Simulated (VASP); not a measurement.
Runs of VASP 6.6.1 on NiSb. The structure is that of space group P6_3/mmc (No. 194), or close to it. The cells are those of the table. 

```csv
cell,gap on the mesh (eV),pressure (GPa)
"a = 3.970, b = 3.970, c = 5.171 Å, angles 90.0, 90.0, 120.0°, 4 atoms",none,-3.4
"a = 3.852, b = 3.852, c = 5.011 Å, angles 90.0, 90.0, 120.0°, 4 atoms",none,(a)
"a = 3.891, b = 3.891, c = 5.069 Å, angles 90.0, 90.0, 120.0°, 4 atoms",none,4.1
"a = 3.931, b = 3.931, c = 5.120 Å, angles 90.0, 90.0, 120.0°, 4 atoms",none,0.0
```

Alike in all rows: task single point; level r2SCAN; potentials or basis VASP PAW PBE potentials, release 64 (Ni, Sb); no spin polarisation; k mesh 12 × 12 × 8; cutoff (eV) 520; smearing gaussian 0.1 eV.

Fill in the values left out.

(a) 9.0.

Caveats: the PAW data sets were made with another functional, which shifts forces and pressure a little; spin-orbit coupling is left out, which moves the levels of the heavy elements; the cell stands under pressure (at least some runs); the cell stands under tension (at least some runs).

A k mesh can miss the band edges, and the runs leave out spin-orbit coupling on Sb.

A gap of «none» marks levels without a gap at the run's occupations.
